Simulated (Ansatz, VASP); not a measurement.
## Co in VASP and in Ansatz

```
Co
1.0
     2.50540    0.00000    0.00000
    -1.25270    2.16974    0.00000
     0.00000    0.00000    4.08930
Co
2
Direct
  0.33333 0.66667 0.25000
  0.66667 0.33333 0.75000
```

Alike in both runs: functional PBE; k mesh 21 × 21 × 11; occupations fermi-dirac, width 0.05 eV; collinear spin.

Ansatz relaxed the structure, and its values are those at the end. VASP's run is a single point on that final structure, the one shown.

```csv
,VASP,Ansatz
version,VASP 6.6.1,Ansatz 0.2.0
potentials or method,"VASP PAW PBE potentials, release 64 (Co)","plane-wave PAW, scalar-relativistic"
plane-wave cutoff (eV),520,420
valence electrons in the cell,18,34
```

```csv
,VASP,Ansatz,Ansatz less VASP
pressure (GPa),-5.2,-4.6,+0.66
net moment per atom (μB),1.62,1.64,+0.014
size of the moment on the site where the two differ most (μB),1.65,1.71,+0.066
```

Site moments also hang on the region over which each program counts them. VASP's potentials hold 18 valence electrons a cell and Ansatz's 34, so a difference there can come from the potentials and not from the codes. Ansatz's warnings: stress scf threshold loose.
